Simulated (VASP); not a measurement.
Here is a VASP 6.6.1 calculation.

Contents of INCAR:

```
PREC     = Accurate       # precision mode
ENCUT    = 500            # plane-wave cutoff, eV
EDIFF    = 1E-7           # SCF threshold, eV
ISMEAR   = 1              # smearing method
SIGMA    = 0.1            # smearing width, eV
LREAL    = False          # projectors in reciprocal space
LASPH    = True           # aspherical terms in the spheres
NELM     = 120            # most SCF steps
ALGO     = Normal         # electronic algorithm
ISIF     = 3              # what is computed and relaxed
LWAVE    = False          # write WAVECAR
LCHARG   = False          # write CHGCAR
GGA      = PE             # functional
IBRION   = 2              # ionic algorithm
NSW      = 50             # ionic steps
EDIFFG   = -0.02          # ionic threshold
PSTRESS  = 600.0        
GGA_COMPAT= False        
NELMIN   = 4
```

Contents of KPOINTS:

```
Automatic mesh
0
Gamma
  7 7 7
```

The input POSCAR:

```
Ir
1.0
    0.0000000000      2.6350000000      2.6350000000
    2.6350000000      0.0000000000      2.6350000000
    2.6350000000      2.6350000000      0.0000000000
Ir
2
Direct
    1.0000000000      1.0000000000      1.0000000000
    0.2500000000      0.2500000000      0.2500000000
```

Potentials or basis: VASP PAW PBE potentials, release 64 (Ir).

Launch:

```console
$ cat potpaw_PBE.64/Ir/POTCAR > POTCAR
$ mpirun -np 1 vasp_std > vasp.out
```

(1) Estimate the relaxed cell.

(2) What does it give for the space group after relaxing (to 0.1 Å)?

(3) Predict the relaxed volume.

(4) What does it give for the band gap on the k mesh?

Results:

(1) a = 3.677 Å, b = 3.677 Å, c = 3.677 Å, α = 60.00°, β = 60.00°, γ = 60.00°.

(2) Fd-3m (No. 227).

(3) 17.57 Å³/atom.

(4) zero (bands 9 and 10 overlap by 1.66 eV).

Caveat: the cell is relaxed towards a set pressure, so the run minimises the enthalpy, not the energy; spin-orbit coupling is left out, which moves the levels of the heavy elements.
